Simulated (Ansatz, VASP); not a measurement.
# One calculation of Ca, two programs

```
Ca
1.0
     3.85463    0.00000    0.00000
    -1.92731    3.33820    0.00000
     0.00000    0.00000   12.65570
Ca
4
Direct
  0.00000 0.00000 0.00000
  0.00000 0.00000 0.50000
  0.33333 0.66667 0.25000
  0.66667 0.33333 0.75000
```

Alike in both runs: task single point; functional PBEsol; k mesh 11 × 11 × 3; occupations fermi-dirac, width 0.1 eV; no spin polarisation.

|  | VASP | Ansatz |
| --- | --- | --- |
| version | VASP 6.6.1 | Ansatz 0.2.0 |
| potentials or method | VASP PAW PBE potentials, release 64 (Ca_sv), cutoff 520 eV | plane waves (420 eV) with PAW, scalar-relativistic |
| valence electrons in the cell | 40 | 40 |

|  | VASP | Ansatz | Ansatz less VASP |
| --- | --- | --- | --- |
| pressure (GPa) | 0.0 | 0.0 | -0.01 |

VASP's potentials were made for PBE, not for PBEsol, and Ansatz warns of the same on its side.
